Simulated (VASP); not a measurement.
# C in VASP: further runs

The runs below take C through single point, with PBE+D3(BJ).

All numbers are computed with VASP 6.6.1; they aren't measurements. Logs are shortened: lines on timing, memory, paths and dates and some standing lists are left out, and cuts for length are marked.

## 1. The cell of the first run

The structure is trigonal, space group R-3m (No. 166). The conventional cell has a = 2.456 Å, b = 2.456 Å, c = 10.041 Å, α = 90.00°, β = 90.00°, γ = 120.00°. Within 1.9 Å of C (site symmetry 3m) lie 3 C at 1.42 Å.

## 2. Single point, PBE+D3(BJ)

INCAR

```
SYSTEM = C
ALGO = Normal
EDIFF = 1E-7
ENCUT = 520
GGA = PE
ISIF = 2
ISMEAR = 0
ISYM = 0
IVDW = 12
LASPH = .True.
LCHARG = .True.
LELF = .True.
LREAL = Auto
LVHAR = .True.
LWAVE = .False.
NBANDS = 51
NELM = 80
PREC = Accurate
SIGMA = 0.1
```

KPOINTS

```
Automatic mesh
0
Gamma
  4 4 2
  0.5 0.5 0.5
```

POSCAR

```
C
1.0
    1.2280263465      3.5450067086     -3.3470108394
   -2.4560526930     -2.8360053668     -3.3470108394
   -4.9121053859      2.8360053668      3.3470108394
C
18
Direct
    0.7813333333      0.4480000000      0.7213333333
    0.1146666667      0.4480000000      0.0546666667
    0.4480000000      0.4480000000      0.3880000000
    0.7813333333      0.1146666667      0.3880000000
    0.1146666667      0.1146666667      0.7213333333
    0.4480000000      0.1146666667      0.0546666667
    0.7813333333      0.7813333333      0.0546666667
    0.1146666667      0.7813333333      0.3880000000
    0.4480000000      0.7813333333      0.7213333333
    0.8853333333      0.5520000000      0.9453333333
    0.2186666667      0.5520000000      0.2786666667
    0.5520000000      0.5520000000      0.6120000000
    0.8853333333      0.2186666667      0.6120000000
    0.2186666667      0.2186666667      0.9453333333
    0.5520000000      0.2186666667      0.2786666667
    0.8853333333      0.8853333333      0.2786666667
    0.2186666667      0.8853333333      0.6120000000
    0.5520000000      0.8853333333      0.9453333333
```

Potentials or basis: VASP PAW PBE potentials, release 64 (C).

The run is started by

```console
> cat potpaw_PBE.64/C/POTCAR > POTCAR
> mpirun -np 1 vasp_std > vasp.out
```

OUTCAR:

```text
SYSTEM = C
   EDIFF = 1E-7
   ENCUT = 520
   GGA = PE
   ISIF = 2
   ISMEAR = 0
   ISYM = 0
   IVDW = 12
   LASPH = .True.
   LREAL = Auto
   NELM = 80
   PREC = Accurate
 IVDW          = 12

 ion  position               nearest neighbor table
   1  0.781  0.448  0.721-  12 1.42  13 1.42  10 1.42
   2  0.115  0.448  0.055-  11 1.42  14 1.42  10 1.42
   3  0.448  0.448  0.388-  11 1.42  15 1.42  12 1.42
   4  0.781  0.115  0.388-  15 1.42  13 1.42  16 1.42
   5  0.115  0.115  0.721-  14 1.42  13 1.42  17 1.42
   6  0.448  0.115  0.055-  15 1.42  14 1.42  18 1.42
[... 10 lines left out ...]
  17  0.219  0.885  0.612-   9 1.42   8 1.42   5 1.42
  18  0.552  0.885  0.945-   9 1.42   7 1.42   6 1.42

IMPORTANT INFORMATION: All symmetrisations will be switched off!
NOSYMM: (Re-)initialisation of all symmetry stuff for point group C_1.

----------------------------------------------------------------------------------------

                                     Primitive cell

  volume of cell :     157.3641

  direct lattice vectors                    reciprocal lattice vectors
     1.228026347  3.545006709 -3.347010839     0.000000000  0.156714952 -0.132788469
    -2.456052693 -2.836005367 -3.347010839    -0.135719129 -0.078357476 -0.132788469
    -4.912105386  2.836005367  3.347010839    -0.135719129  0.078357476  0.033197117

  length of vectors
     5.027683645  5.027683645  6.585908238     0.205407774  0.205407774  0.160192461

  position of ions in fractional coordinates (direct lattice)
     0.781333333  0.448000000  0.721333333
     0.114666667  0.448000000  0.054666667
     0.448000000  0.448000000  0.388000000
     0.781333333  0.114666667  0.388000000
     0.114666667  0.114666667  0.721333333
     0.448000000  0.114666667  0.054666667
[... 10 lines left out ...]
     0.218666667  0.885333333  0.612000000
     0.552000000  0.885333333  0.945333333

  ion indices of the primitive-cell ions
   primitive index   ion index
                 1           1
                 2           2
                 3           3
                 4           4
                 5           5
                 6           6
[... 10 lines left out ...]
                17          17
                18          18

----------------------------------------------------------------------------------------

 KPOINTS: Automatic mesh

Automatic generation of k-mesh.
 Grid dimensions read from file:
 generate k-points for:    4    4    2

 Generating k-lattice:

  Cartesian coordinates                     Fractional coordinates (reciprocal lattice)
     0.000000000  0.039178738 -0.033197117     0.250000000  0.000000000 -0.000000000
    -0.033929782 -0.019589369 -0.033197117    -0.000000000  0.250000000 -0.000000000
    -0.067859565  0.039178738  0.016598559    -0.000000000 -0.000000000  0.500000000

  Length of vectors
     0.051351943  0.051351943  0.080096231

  Shift w.r.t. Gamma in fractional coordinates (k-lattice)
     0.500000000  0.500000000  0.500000000

 Subroutine IBZKPT returns following result:
 ===========================================

 Found     16 irreducible k-points:

 Following reciprocal coordinates:
            Coordinates               Weight
  0.125000  0.125000  0.250000      2.000000
  0.375000  0.125000  0.250000      2.000000
 -0.125000 -0.375000 -0.250000      2.000000
 -0.375000  0.125000  0.250000      2.000000
 -0.125000  0.375000 -0.250000      2.000000
 -0.125000  0.125000  0.250000      2.000000
[... 8 lines left out ...]
  0.375000  0.125000 -0.250000      2.000000
 -0.125000 -0.125000  0.250000      2.000000
   k-points           NKPTS =     16   k-points in BZ     NKDIM =     16   number of bands    NBANDS=     51
   number of dos      NEDOS =    301   number of ions     NIONS =     18
   total plane-waves  NPLWV =  80000
   dimension x,y,z NGX =    40 NGY =   40 NGZ =   50
   dimension x,y,z NGXF=    80 NGYF=   80 NGZF=  100
   ions per type =              18
   NGX,Y,Z   is equivalent  to a cutoff of  13.23, 13.23, 12.62 a.u.
   NGXF,Y,Z  is equivalent  to a cutoff of  26.45, 26.45, 25.24 a.u.
 SYSTEM =  C
   PREC   = accura    normal or accurate (medium, high low for compatibility)
   ISTART =      0    job   : 0-new  1-cont  2-samecut
   ICHARG =      2    charge: 1-file 2-atom 10-const
   ISPIN  =      1    spin polarized calculation?
   LNONCOLLINEAR =      F non collinear calculations
   LSORBIT =      F    spin-orbit coupling
   LASPH  =      T    aspherical Exc in radial PAW
   ENCUT  =  520.0 eV  38.22 Ry    6.18 a.u.   9.35  9.35 12.25*2*pi/ulx,y,z
   NELM   =     80;   NELMIN=  2; NELMDL= -5     # of ELM steps
   EDIFF  = 0.1E-06   stopping-criterion for ELM
   LREAL  =      T    real-space projection
   EDIFFG = 0.1E-05   stopping-criterion for IOM
   NSW    =      0    number of steps for IOM
   IBRION =     -1    ionic relax: 0-MD 1-quasi-New 2-CG
   NFREE  =      0    steps in history (QN), initial steepest desc. (CG)
   ISIF   =      2    stress and relaxation
   ISYM   =      0    0-nonsym 1-usesym 2-fastsym
   POTIM  = 0.5000    time-step for ionic-motion
   TEBEG  =    0.0;   TEEND  =   0.0 temperature during run
   PSTRESS=    0.0 pullay stress
   NELECT =      72.0000    total number of electrons
   NUPDOWN=      -1.0000    fix difference up-down
   EMIN   =  10.00;   EMAX   =-10.00  energy-range for DOS
   EFERMI =   0.00;   METHOD = LEGACY
   ISMEAR =     0;   SIGMA  =   0.10  broadening in eV -4-tet -1-fermi 0-gaus
   EFERMI_NEDOS =   21; number of points for ismear=-14 and -15
   IALGO  =     38    algorithm
   IMIX   =      4    mixing-type and parameters
     AMIX     =   0.40;   BMIX     =  1.00
     AMIX_MAG =   1.60;   BMIX_MAG =  1.00
  volume/ion in A,a.u.               =       8.74        59.00
  Fermi-wavevector in a.u.,A,eV,Ry     =   1.261490  2.383870 21.651724  1.591357
  Thomas-Fermi vector in A             =   2.394946
   LORBIT       =      0    0 simple, 1 ext, 2 COOP (PROOUT), +10 PAW based schemes
   GGA     = PE    functional components
   LHFCALC =     F    Hartree Fock is set to
   AEXX    =    0.0000 exact exchange contribution
   IVDW    =    12    specifies the selected vdW correction
   LEPSILON=     F    determine dielectric tensor
   LRPA    =     F    only Hartree local field effects (RPA)
 non-spin polarized calculation
 Gauss-broadening in eV      SIGMA  =   0.10
  energy-cutoff  :      520.00
  volume of cell :      157.36
 maximum number of plane-waves:      4249
 NGX is ok and might be reduce to    40
   NGX = 19   NGY = 19   NGZ = 25

 number of electron      72.0000000 magnetization

 Free energy of the ion-electron system (eV)
  ---------------------------------------------------
  ext. energy  EPLUGINS =         0.00000000
  ---------------------------------------------------
  free energy    TOTEN  =      -165.61018236 eV

  energy without entropy =     -165.61018236  energy(sigma->0) =     -165.61018236

 E-fermi :   4.8151     XC(G=0): -10.3661

 val. band max:        4.3949439334   @ k =  -0.3750  -0.3750   0.2500
 cond. band min:       5.2365009311   @ k =  -0.3750  -0.3750   0.2500
 fundamental gap:      0.8415569977
 Fermi energy:         4.8150542893

 k-point     1 :       0.1250    0.1250    0.2500
  band No.  band energies     occupation
      1     -14.5791      2.00000
      2     -13.8448      2.00000
      3     -12.7337      2.00000
      4     -12.7337      2.00000
      5     -10.8061      2.00000
      6     -10.8061      2.00000
[... 40 lines left out ...]
     47      13.2327      0.00000
     48      13.2774      0.00000

 k-point     2 :       0.3750    0.1250    0.2500
  band No.  band energies     occupation
      1     -14.0913      2.00000
      2     -13.9922      2.00000
      3     -13.7147      2.00000
      4     -11.7832      2.00000
      5     -11.2315      2.00000
      6     -11.0787      2.00000
[... 40 lines left out ...]
     47      13.4434      0.00000
     48      13.6016      0.00000

 k-point     3 :      -0.1250   -0.3750   -0.2500
  band No.  band energies     occupation
      1     -14.0913      2.00000
      2     -13.9922      2.00000
      3     -13.7147      2.00000
      4     -11.7832      2.00000
      5     -11.2315      2.00000
      6     -11.0787      2.00000
[... 40 lines left out ...]
     47      13.4436      0.00000
     48      13.6016      0.00000

 k-point     4 :      -0.3750    0.1250    0.2500
  band No.  band energies     occupation
      1     -14.3816      2.00000
      2     -13.8317      2.00000
      3     -13.2594      2.00000
      4     -12.4638      2.00000
      5     -11.0792      2.00000
      6     -10.5357      2.00000
[... 550 lines left out ...]
     47      12.7807      0.00000
     48      12.8563      0.00000

 k-point    15 :       0.3750    0.1250   -0.2500
  band No.  band energies     occupation
      1     -14.7014      2.00000
      2     -13.1097      2.00000
      3     -13.0162      2.00000
      4     -12.1794      2.00000
      5     -12.0165      2.00000
      6     -11.1960      2.00000
[... 40 lines left out ...]
     47      12.7807      0.00000
     48      12.8563      0.00000

 k-point    16 :      -0.1250   -0.1250    0.2500
  band No.  band energies     occupation
      1     -14.8797      2.00000
      2     -12.9490      2.00000
      3     -12.3822      2.00000
      4     -12.3822      2.00000
      5     -11.8181      2.00000
      6     -11.8181      2.00000
[... 40 lines left out ...]
     47      12.6135      0.00000
     48      12.7155      0.00000
 [bands above 48 left out]

------------------------ aborting loop because EDIFF is reached ----------------------------------------

 Edisp (eV)   -2.82407

 E8    (eV) :    -0.8005

  FORCE on cell =-STRESS in cart. coord.  units (eV):
  Direction    XX          YY          ZZ          XY          YZ          ZX
  --------------------------------------------------------------------------------------
  -------------------------------------------------------------------------------------
  Total       5.22408     5.79143    -0.69605     0.49134    -0.04987     0.08639
  in kB      53.18809    58.96455    -7.08668     5.00250    -0.50779     0.87952
  external pressure =       35.02 kB  Pullay stress =        0.00 kB

 VOLUME and BASIS-vectors are now :
 -----------------------------------------------------------------------------
  energy-cutoff  :      520.00
  volume of cell :      157.36
      direct lattice vectors                 reciprocal lattice vectors
     1.228026347  3.545006709 -3.347010839     0.000000000  0.156714952 -0.132788469
    -2.456052693 -2.836005367 -3.347010839    -0.135719129 -0.078357476 -0.132788469
    -4.912105386  2.836005367  3.347010839    -0.135719129  0.078357476  0.033197117

 POSITION                                       TOTAL-FORCE (eV/Angst)
 -----------------------------------------------------------------------------------
     -3.68408      3.54501     -1.70028        -0.057120      0.027287      0.866373
     -1.22803     -0.70900     -1.70028        -0.067125      0.039011      0.869856
     -2.45605      1.41800     -1.70028        -0.052649      0.030396      0.865406
     -1.22803      3.54501     -1.70028        -0.052335      0.038791      0.866358
     -3.68408      2.12700      1.64673        -0.061257      0.035368      0.864407
     -0.00000      1.41800     -1.70028        -0.067349      0.038619      0.869856
[... 10 lines left out ...]
     -4.91211      0.00000     -1.64673         0.052330     -0.038795     -0.866358
     -6.14013      2.12700     -1.64673         0.067347     -0.038638     -0.869856
 -----------------------------------------------------------------------------------
    total drift:                               -0.000001      0.000000     -0.000000

  FREE ENERGIE OF THE ION-ELECTRON SYSTEM (eV)
  ---------------------------------------------------
  free  energy   TOTEN  =      -168.4342537342 eV

  energy  without entropy=     -168.4342537339  energy(sigma->0) =     -168.43425373
```

Wall time 3.1 min (1 thread of Intel Xeon 6975P-C, shared host); peak memory 0.29 GiB.

Results:

```yaml
Free_energy: -168.4343 eV
Pressure: 3.5 GPa
Largest_force: 0.873 eV/Å
Band_gap_on_the_k_mesh: 0.84 eV
Dispersion_energy_per_atom: -0.157 eV
```

Forces on the atoms (eV/Å):
```
C   -0.057  0.027  0.866
C   -0.067  0.039  0.870
C   -0.053  0.030  0.865
C   -0.052  0.039  0.866
C   -0.061  0.035  0.864
C   -0.067  0.039  0.870
C   -0.066  0.038  0.866
C   -0.060  0.026  0.866
C   -0.052  0.036  0.866
C    0.067 -0.039 -0.870
C    0.057 -0.027 -0.866
C    0.053 -0.030 -0.865
C    0.060 -0.026 -0.866
C    0.066 -0.038 -0.866
C    0.052 -0.036 -0.866
C    0.061 -0.035 -0.864
C    0.052 -0.039 -0.866
C    0.067 -0.039 -0.870
```

Stress tensor (GPa, compression positive):
```
 5.32  0.50  0.09
 0.50  5.90 -0.05
 0.09 -0.05 -0.71
```

Levels at points of the mesh, in eV from the valence-band top:
```tsv
k point	band 34	band 35	band 36	band 37	band 38	band 39
(0.12, 0.12, 0.25)	-1.73	-1.60	-1.60	2.36	2.45	2.45
```

## 3. Single point, PBE+D3(BJ) (dynamics (nvt langevin) at 800 K, volume x 1.02, from the last frame before)

INCAR

```
PREC     = Accurate       # precision mode
ENCUT    = 520            # plane-wave cutoff, eV
EDIFF    = 1E-6           # SCF threshold, eV
ISMEAR   = -1             # smearing method
SIGMA    = 0.0689         # smearing width, eV
LREAL    = Auto         
LASPH    = T              # aspherical terms in the spheres
NELM     = 60             # most SCF steps
ALGO     = Normal         # electronic algorithm
ISIF     = 2              # what is computed and relaxed
LWAVE    = F              # write WAVECAR
LCHARG   = F              # write CHGCAR
GGA      = PE             # functional
IVDW     = 12             # dispersion correction
NBANDS   = 51             # bands
```

KPOINTS is that of step 2.

POSCAR

```
C
1.0
    1.2361592083      3.5684842584     -3.3691771201
   -2.4723184166     -2.8547874067     -3.3691771201
   -4.9446368332      2.8547874067      3.3691771201
C
18
Direct
    0.7732816577      0.4487961187      0.7360555396
    0.0900630349      0.4238031364      0.0500259087
    0.4269156172      0.4286401443      0.3935402769
    0.7605912053      0.1020315351      0.4068981093
    0.1027616163      0.1181371415      0.7268240740
    0.4262430003      0.1178455373      0.0625403904
    0.7759554858      0.7808857990      0.0720971406
    0.1053669033      0.7637635822      0.3863627526
    0.4448029026      0.7650208937      0.7293124007
    0.8655900603      0.5335681420      0.9535876827
    0.2037493779      0.5407408671      0.2718867150
    0.5477931385      0.5271559692      0.6166956693
    0.8592897857      0.2019457971      0.6261524905
    0.2054627520      0.2078382181      0.9501139471
    0.5310761209      0.2085170277      0.2833927337
    0.8776464742      0.8791234671      0.2850117572
    0.2190804419      0.8756864910      0.6223064647
    0.5381795408      0.8837826750      0.9569186921
```

Potentials or basis: VASP PAW PBE potentials, release 64 (C).

The run is started by

```console
> cat potpaw_PBE.64/C/POTCAR > POTCAR
> mpirun -np 1 vasp_std > vasp.out
```

It took 3 min on 1 thread of Intel Xeon 6975P-C, shared host; peak memory 0.29 GiB.

It converged, with:

- Free energy: -167.0214 eV
- Pressure: -0.9 GPa
- Largest force: 4.351 eV/Å
- Band gap on the k mesh: 0.75 eV
- Dispersion energy per atom: -0.155 eV

Forces on the atoms (eV/Å):
```
C    3.177  0.377  2.118
C   -2.879  0.873  0.416
C   -0.190 -0.376  0.021
C    2.705 -1.375  0.178
C    2.398  2.879  1.849
C    2.519  3.372  0.758
C    2.958 -2.364  1.244
C   -2.634  0.389  0.502
C   -1.049 -0.734  0.816
C   -2.417 -0.856 -1.738
C   -0.894  1.642  0.176
C   -2.446 -3.474 -0.941
C   -0.276  0.234 -2.115
C    0.632 -2.123 -0.921
C   -0.801  1.816 -0.333
C   -2.842  1.017 -0.149
C    1.170 -2.273 -0.803
C    0.869  0.974 -1.077
```

Stress tensor (GPa, compression positive):
```
-1.80 -1.48 -0.61
-1.48  0.34 -0.47
-0.61 -0.47 -1.32
```

Levels at points of the mesh, in eV from the valence-band top:
```csv
k point,band 34,band 35,band 36,band 37,band 38,band 39
"(0.12, 0.12, 0.25)",-1.79,-1.62,-1.45,2.04,2.26,2.49
```

Caveat: forces of over 1 eV/Å act on the atoms, so gaps and moduli don't describe the material at rest. A k mesh can miss the band edges.

(Continued in part 2 of 2.)
